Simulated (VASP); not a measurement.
Zr3S2: single point with PBEsol

Zr3S2:

```
CELL_PARAMETERS angstrom
3.00780 1.73656 3.60643
-3.00780 1.73656 3.60643
0.00000 -3.47311 3.60643
ATOMIC_POSITIONS crystal
Zr 0.16184 0.83816 0.50000
Zr 0.50000 0.16184 0.83816
Zr 0.83816 0.50000 0.16184
S 0.33496 0.33496 0.33496
S 0.66504 0.66504 0.66504
```

This cell differs from its parent crystal: strain +0.050 along x and y, +0.050 along z.

```
Program                : VASP 6.6.1
Task                   : single point
Functional             : PBEsol
Potentials or basis    : VASP PAW PBE potentials, release 64 (Zr_sv, S)
Cutoff                 : 520 eV
k mesh                 : 12 × 12 × 12
Occupations            : gaussian, width 0.15 eV
Spin                   : no spin polarisation
Dipole correction      : no
Further INCAR settings : ALGO = Fast; EDIFF = 1e-06; NBANDS = 32
```

```yaml
Pressure: -14.0 GPa
Largest_force: 0.304 eV/Å
Band_gap_on_the_k_mesh: zero (bands 24 and 25 overlap by 0.31 eV)
```

Forces on the atoms (eV/Å):
```
Zr   0.304  0.000  0.000
Zr  -0.152  0.264  0.000
Zr  -0.152 -0.264  0.000
S    0.000  0.000 -0.028
S    0.000  0.000  0.028
```

Stress tensor (GPa, compression positive):
```
-13.73   0.00   0.00
  0.00 -13.73   0.00
  0.00   0.00 -14.54
```

Levels at points of the mesh, in eV from the Fermi level:
```tsv
k point	band 20	band 21	band 22	band 23	band 24	band 25	band 26	band 27	band 28	band 29
(0.00, 0.00, 0.00)	-3.92	-2.45	-1.58	0.08	0.08	0.63	0.63	1.76	2.41	2.41
(0.50, 0.00, 0.00)	-3.53	-1.10	-1.01	-0.72	-0.58	-0.14	0.94	1.53	1.59	2.18
(0.50, 0.50, 0.00)	-3.60	-1.60	-1.07	-0.77	-0.23	-0.01	0.84	1.68	1.80	1.90
(0.50, 0.50, 0.50)	-4.08	-0.69	-0.38	-0.14	-0.14	0.34	0.34	0.96	0.96	1.91
```

It took 21 min on 1 thread of Oxide Virtual Turin-like Processor (shared host), peak memory 0.6 GiB.

Caveat: the cell differs from its parent crystal (strain +0.050 along x and y, +0.050 along z); the cell stands under tension; the PAW data sets were made with another functional, which shifts forces and pressure a little.
